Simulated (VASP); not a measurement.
Wanted: the native input for a VASP 6.6.1 run.

```yaml
Task: electric field gradients
Functional: PBEsol
Potentials_or_basis: VASP PAW PBE potentials, release 64 (Ir)
Cutoff: 520 eV
k_mesh: 15 × 15 × 15
Occupations: fermi-dirac, width 0.05 eV
Spin: no spin polarisation
Dipole_correction: no
Further_INCAR_settings: ALGO = Normal; EDIFF = 1e-08; NBANDS = 10
```

The structure of Ir lies in POSCAR:

```
Ir
1.0
   -0.0383940000      1.9005030000      1.9005030000
    1.9005030000     -0.0383940000      1.9005030000
    1.9005030000      1.9005030000     -0.0383940000
Ir
1
Direct
    0.0000000000      0.0000000000      0.0000000000
```

This cell differs from its parent crystal: equal xy, yz and zx shear strains of -2 %.

These files were run (other wordings do the same):

INCAR

```
PREC     = Accurate       # precision mode
ENCUT    = 520            # plane-wave cutoff, eV
EDIFF    = 1E-8           # SCF threshold, eV
ISMEAR   = -1             # smearing method
SIGMA    = 0.05           # smearing width, eV
LREAL    = False          # projectors in reciprocal space
LASPH    = True           # aspherical terms in the spheres
NELM     = 60             # most SCF steps
ALGO     = Normal         # electronic algorithm
ISIF     = 2              # what is computed and relaxed
LWAVE    = False          # write WAVECAR
LCHARG   = False          # write CHGCAR
GGA      = PS             # functional
LEFG     = True         
NBANDS   = 10             # bands
```

KPOINTS

```
regular mesh
0
Gamma
  15 15 15
```

Potentials or basis: VASP PAW PBE potentials, release 64 (Ir).

The run is started by

```console
$ cat potpaw_PBE.64/Ir/POTCAR > POTCAR
$ mpirun -np 1 vasp_std > vasp.out
```

It gave:

```
Pressure : -1.3 GPa
```

Caveat: the cell differs from its parent crystal (equal xy, yz and zx shear strains of -2 %); without QUAD_EFG the Cq values of the log hold for a quadrupole moment of 1 mb, not for the nuclei; the PAW data sets were made with another functional, which shifts forces and pressure a little.

Wall time 17 s on 1 thread of Intel(R) Xeon(R) 6975P-C (Granite Rapids) (shared host), peak memory 0.17 GiB.
